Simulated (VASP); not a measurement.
Here is a VASP 6.6.1 calculation.

INCAR

```
  PREC = Accurate
  ENCUT = 520
  EDIFF = 1E-6
  ISMEAR = 0
  SIGMA = 0.05
  LREAL = F
  LASPH = T
  NELM = 100
  ALGO = Normal
  ISIF = 2
  LWAVE = F
  LCHARG = F
  GGA = PE
  NBANDS = 51
```

File KPOINTS:

```
regular mesh
0
Gamma
  8 8 8
```

POSCAR

```
SrTiO3
1.0
   -2.7777137596      2.7777137596      3.9464442078
    2.7777137596     -2.7777137596      3.9464442078
    2.7777137596      2.7777137596     -3.9464442078
Sr Ti O
2 2 6
Direct
    0.7500000000      0.2500000000      0.5000000000
    0.2500000000      0.7500000000      0.5000000000
   -0.0103395256      0.0086805882     -0.0016589373
    0.4896604744      0.5086805882     -0.0016589373
    0.2500000000      0.2500000000      0.0000000000
    0.7500000000      0.7500000000      0.0000000000
    0.7281949606      0.2281949606      0.9563899212
    0.2281949606      0.2718050394      0.5000000000
    0.2718050394      0.7718050394      0.0436100788
    0.7718050394      0.7281949606      0.5000000000
```

Potentials or basis: VASP PAW PBE potentials, release 64 (Sr_sv, Ti_sv, O).

Command:

```console
$ cat potpaw_PBE.64/Sr_sv/POTCAR potpaw_PBE.64/Ti_sv/POTCAR potpaw_PBE.64/O/POTCAR > POTCAR
$ mpirun -np 1 vasp_std > vasp.out
```

**Question.** What does it give for the band gap on the k mesh?

**Answer.** 1.90 eV, direct.

**Question.** Predict the largest force.

**Answer.** 0.240 eV/Å.

**Question.** Estimate the pressure.

**Answer.** 0.9 GPa.

Stress tensor (GPa, compression positive):
```
 1.04 -0.40  0.00
-0.40  1.09  0.00
 0.00  0.00  0.68
```

Caveat: the cell differs from its parent crystal (all Ti atoms moved +0.075 Å, as atom 3 towards its neighbour atom 7 (O) at 1.972 Å). A k mesh can miss the band edges.
